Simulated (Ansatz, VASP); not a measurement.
**Two plane-wave programs on SnSe**

The input INCAR:

```
PREC = Accurate
ENCUT = 520
EDIFF = 1E-6
ISMEAR = 0
SIGMA = 0.01
LREAL = False
LASPH = True
NELM = 80
ALGO = Normal
ISIF = 2
LWAVE = False
LCHARG = True
GGA = PE
LELF = True
LVHAR = True
NBANDS = 28
```

Contents of KPOINTS:

```
regular mesh
0
Gamma
  6 6 4
```

POSCAR

```
SnSe
1.0
    5.1554744957      0.0000000000      0.0000000000
   -2.5777372479      4.4647718818      0.0000000000
    0.0000000000      0.0000000000      6.2724655247
Sn Se
2 2
Direct
    0.3333333333      0.6666666667     -0.0420214511
    0.6666666667      0.3333333333      0.4579785489
    0.3333333333      0.6666666667      0.4170214511
    0.6666666667      0.3333333333      0.9170214511
```

Input for Ansatz:

```yaml
crystal:
  lattice:
    - [5.1554744957, 0.0, 0.0]
    - [-2.5777372479, 4.4647718818, 0.0]
    - [0.0, 0.0, 6.2724655247]
  atoms:
    - { symbol: Sn, position: [0.3333333333, 0.6666666667, -0.0420214511] }
    - { symbol: Sn, position: [0.6666666667, 0.3333333333, 0.4579785489] }
    - { symbol: Se, position: [0.3333333333, 0.6666666667, 0.4170214511] }
    - { symbol: Se, position: [0.6666666667, 0.3333333333, 0.9170214511] }
kpoints:
  mp_grid: { grid: [6, 6, 4] }
hamiltonian:
  xc: pbe
scf:
  occupations: { method: fixed }
  n_extra_bands: 5
output:
  forces: true
  stress: true
  eigenvalues: true
```

Alike in both runs: task single point; functional PBE; k mesh 6 × 6 × 4; no spin polarisation.

|  | VASP | Ansatz |
| --- | --- | --- |
| version | VASP 6.6.1 | Ansatz 0.2.0 |
| potentials or method | VASP PAW PBE potentials, release 64 (Sn_d, Se) | plane waves, PAW |
| plane-wave cutoff (eV) | 520 | 420 |
| occupations | gaussian, width 0.01 eV | fixed |
| valence electrons in the cell | 40 | 60 |

VASP gave:

| Quantity | Value |
| --- | --- |
| gap on the k mesh at the Fermi level (eV) | 0.87 |
| pressure (GPa) | -1.0 |
| rms of the force components (eV/Å) | 0.030 |

Task: Which values does Ansatz return?

Result: gap on the k mesh at the Fermi level (eV): 0.87; pressure (GPa): -1.0; rms of the force components (eV/Å): 0.033.

Atom by atom the forces differ by 0.003 eV/Å (rms over components). VASP's potentials hold 40 valence electrons a cell and Ansatz's 60, so a difference there can come from the potentials and not from the codes.
